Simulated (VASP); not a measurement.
# BaS: single point with r2SCAN

BaS:

```
Ba S
1.0
     5.38186    0.00000    0.00000
    -2.69093    4.66082    0.00000
     0.00000    0.00000    6.75356
Ba S
2 2
Direct
  0.33333 0.66667 0.93750
  0.66667 0.33333 0.43750
  0.33333 0.66667 0.43750
  0.66667 0.33333 0.93750
```

This cell differs from its parent crystal: uniaxial z strain +5.8%.

```json
{
 "Program": "VASP 6.6.1",
 "Task": "single point",
 "Functional": "r2SCAN",
 "Potentials or basis": "VASP PAW PBE potentials, release 64 (Ba_sv, S)",
 "Cutoff": "520 eV",
 "k mesh": "6 × 6 × 4",
 "Occupations": "gaussian, width 0.01 eV",
 "Spin": "no spin polarisation",
 "Dipole correction": "no",
 "Further INCAR settings": "ALGO = Normal; EDIFF = 1e-07; NBANDS = 24"
}
```

* Pressure: -1.3 GPa
* Band gap on the k mesh: 2.94 eV (least direct gap 2.97 eV)

Stress tensor (GPa, compression positive):
```
-0.35  0.00  0.00
 0.00 -0.35  0.00
 0.00  0.00 -3.26
```

Levels at points of the mesh, in eV from the valence-band top:
| k point | band 13 | band 14 | band 15 | band 16 | band 17 | band 18 | band 19 | band 20 |
| --- | --- | --- | --- | --- | --- | --- | --- | --- |
| (0.00, 0.00, 0.00) | -0.78 | -0.78 | -0.54 | 0.00 | 3.09 | 4.33 | 4.33 | 5.03 |
| (0.50, 0.00, 0.00) | -0.49 | -0.38 | -0.37 | -0.19 | 3.69 | 3.83 | 3.94 | 5.33 |
| (0.00, 0.00, 0.50) | -0.85 | -0.85 | -0.85 | -0.85 | 4.16 | 4.16 | 5.80 | 5.80 |
| (0.50, 0.00, 0.50) | -0.68 | -0.68 | -0.35 | -0.35 | 4.19 | 4.19 | 5.27 | 5.27 |

Wall time 10 min on 1 thread of Intel Xeon 8259CL, on a shared host, peak memory 0.34 GiB.

Caveat: the cell differs from its parent crystal (uniaxial z strain +5.8%); the PAW data sets were made with another functional, which shifts forces and pressure a little; spin-orbit coupling is left out, which moves the levels of the heavy elements. A k mesh can miss the band edges.
